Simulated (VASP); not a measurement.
# Sn (I4_1/amd) in VASP: further runs, part 2 of 2

VASP 6.6.1. Earlier steps stand in the parts before.

### 3 Vibrations by perturbation theory, LDA

Contents of INCAR:

```
ALGO = Normal
EDIFF = 1E-8
ENCUT = 520
GGA = CA
IBRION = 8
ISIF = 2
ISMEAR = -1
LASPH = True
LCHARG = True
LREAL = False
LWAVE = False
NBANDS = 21
NELM = 60
NSW = 1
PREC = Accurate
SIGMA = 0.05
```

Contents of KPOINTS:

```
k-points
0
Gamma
  7 7 7
```

Contents of POSCAR:

```
Sn
1.0
   -2.9401404553      2.9401404553      1.5993019889
    2.9401404553     -2.9401404553      1.5993019889
    2.9401404553      2.9401404553     -1.5993019889
Sn
2
Direct
    0.0000000000      0.0000000000      0.0000000000
    0.7500000000      0.2500000000      0.5000000000
```

Potentials or basis: VASP PAW LDA potentials, release 64 (Sn_d).

Started as:

```bash
> cat potpaw_LDA.64/Sn_d/POTCAR > POTCAR
> mpirun -np 1 vasp_std > vasp.out
```

OUTCAR:

```text
EDIFF = 1E-8
   ENCUT = 520
   GGA = CA
   IBRION = 8
   ISIF = 2
   ISMEAR = -1
   LASPH = True
   LREAL = False
   NELM = 60
   NSW = 1
   PREC = Accurate

 ion  position               nearest neighbor table
   1  0.000  0.000  0.000-   2 3.05   2 3.05   2 3.05   2 3.05
   2  0.750  0.250  0.500-   1 3.05   1 3.05   1 3.05   1 3.05

  LATTYP: Found a body centered tetragonal cell.
 ALAT       =     5.8802809106
 C/A-ratio  =     0.5439542815

  Lattice vectors:

 A1 = (  -2.9401404553,   2.9401404553,   1.5993019889)
 A2 = (   2.9401404553,  -2.9401404553,   1.5993019889)
 A3 = (   2.9401404553,   2.9401404553,  -1.5993019889)

Analysis of symmetry for initial positions (statically):
=====================================================================
 Subroutine PRICEL returns:
 Original cell was already a primitive cell.

 Routine SETGRP: Setting up the symmetry group for a
 body centered tetragonal supercell.

 Subroutine GETGRP returns: Found 16 space group operations
 (whereof  8 operations were pure point group operations)
 out of a pool of 16 trial point group operations.

The static configuration has the point symmetry D_2d.
 The point group associated with its full space group is D_4h.

Analysis of symmetry for dynamics (positions and initial velocities):
=====================================================================
 Subroutine PRICEL returns:
 Original cell was already a primitive cell.

 Routine SETGRP: Setting up the symmetry group for a
 body centered tetragonal supercell.

 Subroutine GETGRP returns: Found 16 space group operations
 (whereof  8 operations were pure point group operations)
 out of a pool of 16 trial point group operations.

The dynamic configuration has the point symmetry D_2d.
 The point group associated with its full space group is D_4h.

 Subroutine INISYM returns: Found 16 space group operations
 (whereof  8 operations are pure point group operations),
 and found     1 'primitive' translations

----------------------------------------------------------------------------------------

                                     Primitive cell

  volume of cell :      55.3002

  direct lattice vectors                    reciprocal lattice vectors
    -2.940140455  2.940140455  1.599301989     0.000000000  0.170059903  0.312636390
     2.940140455 -2.940140455  1.599301989     0.170059903  0.000000000  0.312636390
     2.940140455  2.940140455 -1.599301989     0.170059903  0.170059903  0.000000000

  length of vectors
     4.454954393  4.454954393  4.454954393     0.355895888  0.355895888  0.240501021

  position of ions in fractional coordinates (direct lattice)
     0.000000000  0.000000000  0.000000000
     0.750000000  0.250000000  0.500000000

  ion indices of the primitive-cell ions
   primitive index   ion index
                 1           1
                 2           2
[... 133 lines left out ...]
      3     -13.9400      2.00000
      4     -13.9264      2.00000
      5     -13.7828      2.00000
      6     -13.7828      2.00000
[... 565 lines left out ...]
     20      17.5829      0.00000
     21      17.6661      0.00000

 [... further k-points ...]

------------------------ aborting loop because EDIFF is reached ----------------------------------------

  FORCE on cell =-STRESS in cart. coord.  units (eV):
  Direction    XX          YY          ZZ          XY          YZ          ZX
  --------------------------------------------------------------------------------------
  -------------------------------------------------------------------------------------
  Total       -1.1247036     -1.1247036     -0.8876990      0.0000000      0.0000000      0.0000000
  in kB      -32.5853254    -32.5853254    -25.7187404      0.0000000      0.0000000      0.0000000
  external PRESSURE =     -30.2964637 kB  Pullay stress =       0.0000000 kB

 VOLUME and BASIS-vectors are now :
 -----------------------------------------------------------------------------
  energy-cutoff  :      520.00
  volume of cell :       55.30
      direct lattice vectors                 reciprocal lattice vectors
    -2.940140455  2.940140455  1.599301989     0.000000000  0.170059903  0.312636390
     2.940140455 -2.940140455  1.599301989     0.170059903  0.000000000  0.312636390
     2.940140455  2.940140455 -1.599301989     0.170059903  0.170059903  0.000000000

 POSITION                                       TOTAL-FORCE (eV/Angst)
 -----------------------------------------------------------------------------------
      0.00000      0.00000      0.00000         0.000000     -0.000000     -0.000000
      0.00000      2.94014      0.79965        -0.000000      0.000000      0.000000
 -----------------------------------------------------------------------------------
    total drift:                               -0.000000      0.000000     -0.000000

  FREE ENERGIE OF THE ION-ELECTRON SYSTEM (eV)
  ---------------------------------------------------
  free  energy   TOTEN  =        -8.9832439911 eV

  energy  without entropy=       -8.9737343826  energy(sigma->0) =       -8.97848919

[... ionic steps 2 to 3 ...]

--------------------------------------- Ionic step        4  -------------------------------------------

------------------------ aborting loop because EDIFF is reached ----------------------------------------

[... ionic steps 5 to 5 ...]

--------------------------------------- Ionic step        6  -------------------------------------------

 Free energy of the ion-electron system (eV)
  ---------------------------------------------------
  ---------------------------------------------------
  free energy    TOTEN  =        -0.21308587 eV

  energy without entropy =       -0.21308587

------------------------ aborting loop because EDIFF is reached ----------------------------------------

 INTERNAL STRAIN TENSOR  FOR ION    1  DIRECTION 3   (eV/Angst):
 -----------------------------------------------------------------------------
    -2.52062  0.00000  0.00000
     0.00000  2.51810  0.00000
     0.00000  0.00000 -0.00540

 INTERNAL STRAIN TENSOR FOR ION    2 for displacements in x,y,z  (eV/Angst):
          X           Y           Z          XY          YZ          ZX
  --------------------------------------------------------------------------------
  x     0.00000     0.00000     0.00000     0.00000     0.00000     1.70654
  y     0.00000     0.00000     0.00000     0.00000    -1.43533     0.00000
  z     2.51936    -2.51936     0.00000     0.00000     0.00000     0.00000

 SECOND DERIVATIVES (NOT SYMMETRIZED)
 ------------------------------------
               1X          1Y          1Z          2X          2Y          2Z
  1X    -2.683619    0.000000    0.000000    2.683619    0.000000    0.000000
  1Y     0.000000   -2.683619    0.000000    0.000000    2.683619    0.000000
  1Z     0.000000    0.000000    0.000270    0.000000    0.000000   -0.000270
  2X     2.683619    0.000000    0.000000   -2.683619    0.000000    0.000000
  2Y     0.000000    2.683619    0.000000    0.000000   -2.683619    0.000000
  2Z     0.000000    0.000000   -0.000270    0.000000    0.000000    0.000270

 Eigenvectors and eigenvalues of the dynamical matrix
 ----------------------------------------------------

   1 f  =    3.324165 THz    20.886342 2PiTHz  110.882193 cm-1    13.747634 meV
             X         Y         Z           dx          dy          dz
      0.000000  0.000000  0.000000     0.000000    0.707107    0.000000
      0.000000  2.940140  0.799651     0.000000   -0.707107    0.000000
[... 16 lines left out ...]
   5 f  =    0.000000 THz     0.000000 2PiTHz    0.000000 cm-1     0.000000 meV
             X         Y         Z           dx          dy          dz
      0.000000  0.000000  0.000000    -0.707107    0.000000    0.000000
      0.000000  2.940140  0.799651    -0.707107    0.000000    0.000000

   6 f/i=    0.033320 THz     0.209359 2PiTHz    1.111451 cm-1     0.137802 meV
             X         Y         Z           dx          dy          dz
      0.000000  0.000000  0.000000     0.000000    0.000000    0.707107
      0.000000  2.940140  0.799651     0.000000    0.000000   -0.707107

--------------------------------------------------------------------------------------------------------

 ELASTIC MODULI CONTR FROM IONIC RELAXATION (kBar)
 Direction    XX          YY          ZZ          XY          YZ          ZX
 --------------------------------------------------------------------------------
 XX          -0.0000      0.0000      0.0000      0.0000     -0.0000      0.0000
 YY           0.0000     -0.0000      0.0000      0.0000      0.0000     -0.0000
 ZZ           0.0000      0.0000      0.0000      0.0000      0.0000      0.0000
 XY           0.0000      0.0000      0.0000      0.0000      0.0000      0.0000
 YZ          -0.0000      0.0000      0.0000      0.0000    -22.2416     -0.0000
 ZX           0.0000     -0.0000      0.0000      0.0000     -0.0000    -31.4408
 --------------------------------------------------------------------------------
```

stdout:

```text
POSCAR found type information on POSCAR Sn
 POSCAR found :  1 types and       2 ions
 scaLAPACK will be used
 LDA part: xc-table for (Slater(with rela. corr.)+CA(PZ))
 , standard interpolation
 POSCAR, INCAR and KPOINTS ok, starting setup
 FFT: planning ... GRIDC
 FFT: planning ... GRID_SOFT
 FFT: planning ... GRID
 WAVECAR not read
 entering main loop
 Linear response reoptimize wavefunctions to high precision
 Linear response DOF=           2
 Linear response progress:
 first order change of Fermi-energy   0.11620E-04
 force on displaced ion       1 direction 1 :  -2.684   0.000   0.000
 Linear response progress:
 first order change of Fermi-energy  -0.97206E-04
 force on displaced ion       1 direction 3 :  -0.000  -0.000   0.000
 Linear response finished
```

It took 6.1 min on 1 thread of Intel Xeon Platinum 8488C (Sapphire Rapids), shared host; peak memory 0.35 GiB.

Results:

```yaml
Highest_phonon_frequency_at_Γ: 111 cm⁻¹
```

Phonon frequencies in cm⁻¹ (negative: imaginary):
```tsv
q point	frequencies
(0.000, 0.000, 0.000)	-1 0 0 0 111 111
```

Caveat: the cell stands under pressure or tension, which shifts response properties; spin-orbit coupling is left out, which moves the levels of the heavy elements.

### 4 Single point, BLYP+D3(BJ), collinear spin

POSCAR is that of step 3.

Contents of INCAR.step1:

```
SYSTEM = Sn
AGGAC = 1.0
AGGAX = 1.0
ALDAC = 0.0
ALDAX = 1.0
ALGO = Fast
EDIFF = 1E-6
ENCUT = 520
GGA = B5
ISIF = 2
ISMEAR = -1
ISPIN = 2
IVDW = 12
LASPH = .True.
LCHARG = .True.
LREAL = .False.
LWAVE = .False.
MAGMOM = 0.11 0.38
NBANDS = 25
NELM = 150
PREC = Accurate
SIGMA = 0.15
VDW_A1 = 0.4298
VDW_A2 = 4.2359
VDW_S6 = 1.0
VDW_S8 = 2.6996
```

Contents of KPOINTS.step1:

```
k-points
0
Gamma
  9 9 9
  0 0 0
```

Contents of INCAR.step2:

```
SYSTEM = Sn
AGGAC = 1.0
AGGAX = 1.0
ALDAC = 0.0
ALDAX = 1.0
ALGO = Fast
EDIFF = 1E-6
ENCUT = 520
GGA = B5
ICHARG = 11
ISIF = 2
ISMEAR = -5
ISPIN = 2
IVDW = 12
LASPH = .True.
LCHARG = .False.
LORBIT = 10
LREAL = .False.
LWAVE = .False.
MAGMOM = 0.11 0.38
NEDOS = 1001
NELM = 150
PREC = Accurate
SIGMA = 0.15
VDW_A1 = 0.4298
VDW_A2 = 4.2359
VDW_S6 = 1.0
VDW_S8 = 2.6996
```

Contents of KPOINTS.step2:

```
k-points
0
Gamma
  14 14 14
  0 0 0
```

Potentials or basis: VASP PAW PBE potentials, release 64 (Sn_d).

Started as:

```bash
> cat potpaw_PBE.64/Sn_d/POTCAR > POTCAR
> cp INCAR.step1 INCAR
> cp KPOINTS.step1 KPOINTS
> mpirun -np 1 vasp_std > vasp.out
> cp INCAR.step2 INCAR
> cp KPOINTS.step2 KPOINTS
> mpirun -np 1 vasp_std > vasp.out
```

It took 5.5 min on 1 thread of Intel Xeon 6975P-C (Granite Rapids), shared host; peak memory 0.48 GiB.

It converged, with:

```
Net moment                                            : 0.00 μB per cell
Valence electrons inside the program's atomic spheres : Sn 12.25
Dispersion energy per atom                            : -0.916 eV
```

Levels at points of the mesh, in eV from the Fermi level:
Spin up:
```tsv
k point	band 10	band 11	band 12	band 13	band 14	band 15	band 16	band 17	band 18
(0.00, 0.00, 0.00)	-21.13	-11.00	-3.88	-1.92	-1.92	3.41	6.01	6.01	6.59
(0.50, 0.00, 0.00)	-21.19	-6.97	-5.35	-2.37	-1.65	-1.09	2.52	2.75	4.55
(0.50, 0.50, 0.00)	-21.25	-8.82	-8.82	0.59	0.59	1.59	1.59	5.90	5.90
(0.50, 0.50, 0.50)	-21.31	-7.60	-7.60	-4.57	-4.57	5.00	5.00	8.98	8.98
```
Spin down:
```
           k point  band 11  band 12  band 13  band 14  band 15  band 16  band 17  band 18
(0.00, 0.00, 0.00)   -11.00    -3.88    -1.92    -1.92     3.41     6.01     6.01     6.59
(0.50, 0.00, 0.00)    -6.97    -5.35    -2.37    -1.65    -1.09     2.52     2.75     4.55
(0.50, 0.50, 0.00)    -8.82    -8.82     0.59     0.59     1.59     1.59     5.90     5.90
(0.50, 0.50, 0.50)    -7.60    -7.60    -4.57    -4.57     5.00     5.00     8.98     8.98
```

Caveat: three body term missing; the PAW data sets were made with another functional, which shifts forces and pressure a little; spin-orbit coupling is left out, which moves the levels of the heavy elements; tetrahedron occupations give inexact forces and stress in metals.

### 5 Elastic constants, PBE

Contents of INCAR:

```
SYSTEM = Sn
PREC = Accurate
ENCUT = 600
EDIFF = 1E-8
ISMEAR = -1
SIGMA = 0.05
LREAL = .FALSE.
LASPH = .TRUE.
NELM = 60
ALGO = Normal
ISIF = 3
LWAVE = .FALSE.
LCHARG = .TRUE.
GGA = PE
NBANDS = 21
IBRION = 6
NFREE = 2
POTIM = 0.015
NSW = 1
```

Contents of KPOINTS:

```
Automatic mesh
0
G
  7 7 7
  0 0 0
```

POSCAR is that of step 4.

Potentials or basis: VASP PAW PBE potentials, release 64 (Sn_d).

Started as:

```bash
> cat potpaw_PBE.64/Sn_d/POTCAR > POTCAR
> mpirun -np 1 vasp_std > vasp.out
```

OUTCAR:

```text
SYSTEM = Sn
   PREC = Accurate
   ENCUT = 600
   EDIFF = 1E-8
   ISMEAR = -1
   LREAL = .FALSE.
   LASPH = .TRUE.
   NELM = 60
   ISIF = 3
   GGA = PE
   IBRION = 6
   NFREE = 2
   POTIM = 0.015
   NSW = 1

 ion  position               nearest neighbor table
   1  0.000  0.000  0.000-   2 3.05   2 3.05   2 3.05   2 3.05
   2  0.750  0.250  0.500-   1 3.05   1 3.05   1 3.05   1 3.05

  LATTYP: Found a body centered tetragonal cell.
[... 1046 lines left out ...]
      0.000000  0.000000  0.000000     0.000000    0.707107    0.000000
      0.000000  2.940140  0.799651     0.000000    0.707107    0.000000

   6 f/i=    0.000000 THz     0.000000 2PiTHz    0.000000 cm-1     0.000000 meV
             X         Y         Z           dx          dy          dz
      0.000000  0.000000  0.000000     0.000000    0.000000    0.707107
      0.000000  2.940140  0.799651     0.000000    0.000000    0.707107

--------------------------------------------------------------------------------------------------------

 ELASTIC MODULI CONTR FROM IONIC RELAXATION (kBar)
 Direction    XX          YY          ZZ          XY          YZ          ZX
 --------------------------------------------------------------------------------
 XX       -4418.6556   4418.6556      0.0000      0.0000     -0.0000      0.0000
 YY        4418.6556  -4418.6556      0.0000      0.0000      0.0000      0.0000
 ZZ           0.0000      0.0000      0.0000      0.0000      0.0000      0.0000
 XY           0.0000      0.0000      0.0000      0.0000      0.0000      0.0000
 YZ          -0.0000      0.0000      0.0000      0.0000    -36.8796      0.0000
 ZX           0.0000      0.0000      0.0000      0.0000      0.0000    -36.8795
 --------------------------------------------------------------------------------

 TOTAL ELASTIC MODULI (kBar)
 Direction    XX          YY          ZZ          XY          YZ          ZX
 --------------------------------------------------------------------------------
 XX       -3163.7340   4429.5095    310.7956      0.0000     -0.0000      0.0000
 YY        4429.5095  -3163.7340    310.7956      0.0000      0.0000      0.0000
 ZZ         310.7956    310.7956    945.6749      0.0000     -0.0000      0.0000
 XY           0.0000      0.0000      0.0000     87.5091      0.0000      0.0000
 YZ          -0.0000      0.0000     -0.0000      0.0000    212.0609      0.0000
 ZX           0.0000      0.0000      0.0000      0.0000      0.0000    212.0610
 --------------------------------------------------------------------------------
```

OSZICAR:

```text
N       E                     dE             d eps       ncg     rms          rms(c)
DAV:   1     0.232883400855E+03    0.23288E+03   -0.15652E+04  1698   0.228E+03
DAV:   2     0.161953817808E+02   -0.21669E+03   -0.21228E+03  1695   0.482E+02
DAV:   3    -0.687423003010E+01   -0.23070E+02   -0.22874E+02  1980   0.139E+02
[... 199 lines left out ...]
DAV:   2    -0.763665633707E+01   -0.84170E-02   -0.84936E-02  3743   0.253E+00    0.575E-02
DAV:   3    -0.763669740771E+01   -0.41071E-04   -0.58196E-04  3262   0.219E-01    0.447E-02
DAV:   4    -0.763669799522E+01   -0.58751E-06   -0.57058E-05  3753   0.911E-02    0.143E-02
DAV:   5    -0.763669868950E+01   -0.69428E-06   -0.43465E-06  3626   0.173E-02    0.116E-03
DAV:   6    -0.763669851589E+01    0.17362E-06   -0.29590E-07  3178   0.670E-03    0.525E-04
DAV:   7    -0.763669852214E+01   -0.62550E-08   -0.19299E-08  2202   0.141E-03
  17 F= -.76366985E+01 E0= -.76319194E+01  d E =-.955829E-02
```

stdout:

```text
POSCAR found type information on POSCAR Sn
 POSCAR found :  1 types and       2 ions
 scaLAPACK will be used
 LDA part: xc-table for (Slater+PW92), standard interpolation
 POSCAR, INCAR and KPOINTS ok, starting setup
 FFT: planning ... GRIDC
 FFT: planning ... GRID_SOFT
 FFT: planning ... GRID
 WAVECAR not read
 entering main loop
 Found     2 degrees of freedom:
 Adding 6 more for cell shape distortion
 Finite differences POTIM= 0.01500 DOF=   8
 bond charge predicted
 Finite differences progress:
 bond charge predicted
 Finite differences progress:
 bond charge predicted
 Finite differences progress:
 bond charge predicted
 Finite differences progress:
 bond charge predicted
 Finite differences progress:
 bond charge predicted
 Finite differences progress:
 bond charge predicted
 Finite differences progress:
 bond charge predicted
 Finite differences progress:
 bond charge predicted
 Finite differences progress:
 bond charge predicted
 Finite differences progress:
 bond charge predicted
 Finite differences progress:
 bond charge predicted
 Finite differences progress:
 bond charge predicted
 Finite differences progress:
 bond charge predicted
 Finite differences progress:
 bond charge predicted
 Finite differences progress:
 bond charge predicted
 Finite differences progress:
```

Run time: 28 min. Hardware: 1 thread of Intel Xeon 8259CL, shared host; peak memory 0.37 GiB.

What came out:

| Item | Value |
| --- | --- |
| Voigt bulk modulus | 52 GPa |
| Highest phonon frequency at Γ | 121 cm⁻¹ |

Phonon frequencies in cm⁻¹ (negative: imaginary):
```
              q point       frequencies
(0.000, 0.000, 0.000)  0 0 0 16 121 121
```

Elastic tensor in Voigt notation (GPa, in the Cartesian axes of the cell as first typed):
```
-316  443   31    0    0    0
 443 -316   31    0    0    0
  31   31   95    0    0    0
   0    0    0   21    0    0
   0    0    0    0   21    0
   0    0    0    0    0    9
```

Clamped-ion elastic tensor (GPa):
```
125   1  31   0   0   0
  1 125  31   0   0   0
 31  31  95   0   0   0
  0   0   0  25   0   0
  0   0   0   0  25   0
  0   0   0   0   0   9
```

Caveat: the cell is under stress, which shifts elastic constants; the elastic tensor has a negative eigenvalue, so either the cell is unstable as it stands or the mesh is too thin; spin-orbit coupling is left out, which moves the levels of the heavy elements.
